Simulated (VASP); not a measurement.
# Cu (P6_3/mmc) in VASP: notebook

Cu is run at these levels: PBEsol; tasks: single point, relaxation of cell and atoms.

Program: VASP 6.6.1. These are calculated values, not measurements. Logs are shortened: lines on timing, memory, paths and dates and some standing lists are left out, and cuts for length are marked.

## (1) The cell of the first run

It takes space group P6_3/mmc (No. 194, hexagonal). Conventional cell: a = 2.672 Å, b = 2.672 Å, c = 4.364 Å, α = 90.00°, β = 90.00°, γ = 120.00°. Within 3.5 Å of Cu (site symmetry -6m2) lie 12 Cu at 2.67 Å.

## (2) Single point, PBEsol (equal strain along all axes, cell held: +6.0 %)

INCAR

```
PREC = Accurate ; ENCUT = 520
EDIFF = 1E-7 ; ISMEAR = 0
SIGMA = 0.1 ; LREAL = False
LASPH = True ; NELM = 100
ALGO = Fast ; ISIF = 2
LWAVE = False ; LCHARG = True
GGA = PS ; LELF = True
LVHAR = True ; NBANDS = 18
```

KPOINTS

```
Automatic mesh
0
Gamma
  24 24 12
```

POSCAR

```
Cu
1.0
    2.6718264867      0.0000000000      0.0000000000
   -1.3359132434      2.3138696120      0.0000000000
    0.0000000000      0.0000000000      4.3635146636
Cu
2
Direct
    0.3333333333      0.6666666667      0.2500000000
    0.6666666667      0.3333333333      0.7500000000
```

Potentials or basis: VASP PAW PBE potentials, release 64 (Cu).

Launch:

```bash
$ cat potpaw_PBE.64/Cu/POTCAR > POTCAR
$ mpirun -np 1 vasp_std > vasp.out
```

OUTCAR:

```text
PREC = Accurate
   ENCUT = 520
   EDIFF = 1E-7
   ISMEAR = 0
   LREAL = False
   LASPH = True
   NELM = 100
   ISIF = 2
   GGA = PS

 ion  position               nearest neighbor table
   1  0.333  0.667  0.250-   2 2.67   2 2.67   2 2.67   2 2.67   2 2.67   2 2.67
   2  0.667  0.333  0.750-   1 2.67   1 2.67   1 2.67   1 2.67   1 2.67   1 2.67

  LATTYP: Found a hexagonal cell.
 ALAT       =     2.6718264867
 C/A-ratio  =     1.6331579484

  Lattice vectors:

 A1 = (   2.6718264867,   0.0000000000,   0.0000000000)
 A2 = (  -1.3359132434,   2.3138696120,   0.0000000000)
 A3 = (   0.0000000000,   0.0000000000,   4.3635146636)

Analysis of symmetry for initial positions (statically):
=====================================================================
 Subroutine PRICEL returns:
 Original cell was already a primitive cell.

 Routine SETGRP: Setting up the symmetry group for a
 hexagonal supercell.

 Subroutine GETGRP returns: Found 24 space group operations
 (whereof 12 operations were pure point group operations)
 out of a pool of 24 trial point group operations.

The static configuration has the point symmetry D_3d.
 The point group associated with its full space group is D_6h.

Analysis of symmetry for dynamics (positions and initial velocities):
=====================================================================
 Subroutine PRICEL returns:
 Original cell was already a primitive cell.

 Routine SETGRP: Setting up the symmetry group for a
 hexagonal supercell.

 Subroutine GETGRP returns: Found 24 space group operations
 (whereof 12 operations were pure point group operations)
 out of a pool of 24 trial point group operations.

The dynamic configuration has the point symmetry D_3d.
 The point group associated with its full space group is D_6h.

 Subroutine INISYM returns: Found 24 space group operations
 (whereof 12 operations are pure point group operations),
 and found     1 'primitive' translations

----------------------------------------------------------------------------------------

                                     Primitive cell

  volume of cell :      26.9764

  direct lattice vectors                    reciprocal lattice vectors
     2.671826487  0.000000000  0.000000000     0.374275802  0.216088235  0.000000000
    -1.335913243  2.313869612  0.000000000     0.000000000  0.432176470  0.000000000
     0.000000000  0.000000000  4.363514664     0.000000000  0.000000000  0.229173058

  length of vectors
     2.671826487  2.671826487  4.363514664     0.432176470  0.432176470  0.229173058

[... 81 lines left out ...]
   LREAL  =      F    real-space projection
   EDIFFG = 0.1E-05   stopping-criterion for IOM
   NSW    =      0    number of steps for IOM
   IBRION =     -1    ionic relax: 0-MD 1-quasi-New 2-CG
   NFREE  =      0    steps in history (QN), initial steepest desc. (CG)
   ISIF   =      2    stress and relaxation
   ISYM   =      2    0-nonsym 1-usesym 2-fastsym
   POTIM  = 0.5000    time-step for ionic-motion
   TEBEG  =    0.0;   TEEND  =   0.0 temperature during run
   PSTRESS=    0.0 pullay stress
   NELECT =      22.0000    total number of electrons
   NUPDOWN=      -1.0000    fix difference up-down
   EMIN   =  10.00;   EMAX   =-10.00  energy-range for DOS
   EFERMI =   0.00;   METHOD = LEGACY
   ISMEAR =     0;   SIGMA  =   0.10  broadening in eV -4-tet -1-fermi 0-gaus
   EFERMI_NEDOS =   21; number of points for ismear=-14 and -15
   IALGO  =     68    algorithm
   IMIX   =      4    mixing-type and parameters
     AMIX     =   0.40;   BMIX     =  1.00
     AMIX_MAG =   1.60;   BMIX_MAG =  1.00
  volume/ion in A,a.u.               =      13.49        91.02
  Fermi-wavevector in a.u.,A,eV,Ry     =   1.529518  2.890370 31.829805  2.339425
  Thomas-Fermi vector in A             =   2.637128
   LORBIT       =      0    0 simple, 1 ext, 2 COOP (PROOUT), +10 PAW based schemes
   GGA     = PS    functional components
   LHFCALC =     F    Hartree Fock is set to
   AEXX    =    0.0000 exact exchange contribution
   IVDW    =     0    specifies the selected vdW correction
   LEPSILON=     F    determine dielectric tensor
   LRPA    =     F    only Hartree local field effects (RPA)
 non-spin polarized calculation
 RMM-DIIS sequential band-by-band and
 Gauss-broadening in eV      SIGMA  =   0.10
  energy-cutoff  :      520.00
  volume of cell :       26.98
 maximum number of plane-waves:       756
 NGX is ok and might be reduce to    20
   NGX =  9   NGY =  9   NGZ = 17

 number of electron      21.9999964 magnetization

 Free energy of the ion-electron system (eV)
  ---------------------------------------------------
  ext. energy  EPLUGINS =         0.00000000
  ---------------------------------------------------
  free energy    TOTEN  =        -8.31935457 eV

  energy without entropy =       -8.31610756  energy(sigma->0) =       -8.31773107

 E-fermi :   5.8646     XC(G=0): -12.1506

 val. band max:        5.8581545154   @ k =   0.5000   0.0000   0.1667
 cond. band min:       5.8697189318   @ k =   0.0833   0.0417   0.0833
 fundamental gap:      0.0115644164
 Fermi energy:         5.8646082701

 k-point     1 :       0.0000    0.0000    0.0000
  band No.  band energies     occupation
      1      -2.5502      2.00000
      2       1.4748      2.00000
      3       3.2239      2.00000
      4       3.2762      2.00000
      5       3.2762      2.00000
      6       3.4431      2.00000
[... 481 lines left out ...]
      5       3.2329      2.00000
      6       3.3063      2.00000
[... 10 lines left out ...]
     17      17.4578      0.00000
     18      23.6232      0.00000

 [... further k-points ...]

------------------------ aborting loop because EDIFF is reached ----------------------------------------

  FORCE on cell =-STRESS in cart. coord.  units (eV):
  Direction    XX          YY          ZZ          XY          YZ          ZX
  --------------------------------------------------------------------------------------
  -------------------------------------------------------------------------------------
  Total       -3.0786524     -3.0786524     -2.9914979      0.0000000      0.0000000      0.0000000
  in kB     -182.8469245   -182.8469245   -177.6706583      0.0000000      0.0000000      0.0000000
  external PRESSURE =    -181.1215025 kB  Pullay stress =       0.0000000 kB

 VOLUME and BASIS-vectors are now :
 -----------------------------------------------------------------------------
  energy-cutoff  :      520.00
  volume of cell :       26.98
      direct lattice vectors                 reciprocal lattice vectors
     2.671826487  0.000000000  0.000000000     0.374275802  0.216088235  0.000000000
    -1.335913243  2.313869612  0.000000000     0.000000000  0.432176470  0.000000000
     0.000000000  0.000000000  4.363514664     0.000000000  0.000000000  0.229173058

 POSITION                                       TOTAL-FORCE (eV/Angst)
 -----------------------------------------------------------------------------------
     -0.00000      1.54258      1.09088        -0.000000     -0.000000      0.000000
      1.33591      0.77129      3.27264         0.000000      0.000000      0.000000
 -----------------------------------------------------------------------------------
    total drift:                               -0.000000      0.000000     -0.000000

  FREE ENERGIE OF THE ION-ELECTRON SYSTEM (eV)
  ---------------------------------------------------
  free  energy   TOTEN  =        -8.3193545702 eV

  energy  without entropy=       -8.3161075611  energy(sigma->0) =       -8.31773107
```

Run time: 90 s. Hardware: 1 thread of AMD EPYC 9R45 (Zen 5), shared host; peak memory 0.24 GiB.

What came out:

| Property | Result |
| --- | --- |
| Free energy | -8.3194 eV |
| Pressure | -18.1 GPa |
| Band gap on the k mesh | zero (band 11 reaches 9.61 eV, above the bottom of band 12 at 4.10 eV) |

Levels at points of the mesh, in eV from the Fermi level:
```tsv
k point	band 7	band 8	band 9	band 10	band 11	band 12	band 13	band 14	band 15	band 16
(0.00, 0.00, 0.00)	-2.42	-2.19	-2.19	-1.58	-1.58	-0.66	3.13	19.75	19.75	20.26
(0.50, 0.00, 0.00)	-2.39	-1.50	-1.46	-1.42	0.03	1.30	7.16	7.34	9.66	9.87
(0.00, 0.00, 0.50)	-2.62	-2.62	-1.76	-1.76	-1.76	-1.76	11.36	11.36	20.91	20.91
(0.50, 0.00, 0.50)	-1.70	-1.70	-1.45	-1.45	0.62	0.62	4.14	4.14	14.74	14.74
```

Caveat: the cell differs from its parent crystal (equal strain along all axes, cell held: +6.0 %); the PAW data sets were made with another functional, which shifts forces and pressure a little.

(Continued in part 2 of 2.)
